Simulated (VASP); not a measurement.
A run of VASP 6.6.1:

Contents of INCAR:

```
ALGO = Normal
EDIFF = 1E-6
ENCUT = 520
ISIF = 2
ISMEAR = -1
LASPH = T
LCHARG = F
LREAL = F
LWAVE = F
NBANDS = 17
NELM = 100
PREC = Accurate
SIGMA = 0.06
```

File KPOINTS:

```
k-points
0
Gamma
  8 8 8
```

File POSCAR:

```
PbS
1.0
    0.0000000000      2.8837260000      2.8837260000
    2.8837260000      0.0000000000      2.8837260000
    2.8837260000      2.8837260000      0.0000000000
Pb S
1 1
Direct
    0.0000000000      0.0000000000      0.0000000000
    0.5000000000      0.5000000000      0.5000000000
```

Potentials or basis: VASP PAW LDA potentials, release 64 (Pb_d, S).

Run with:

```console
$ cat potpaw_LDA.64/Pb_d/POTCAR potpaw_LDA.64/S/POTCAR > POTCAR
$ mpirun -np 1 vasp_std > vasp.out
```

Hardware: 1 thread of Intel(R) Xeon(R) 6975P-C (Granite Rapids), on a shared host.

Question: How long does it take, and how much memory?

Answer: Run time: 8.7 s on 1 thread of Intel(R) Xeon(R) 6975P-C (Granite Rapids), on a shared host, peak memory 0.15 GiB. Counts: scf iterations 12, k points 29.
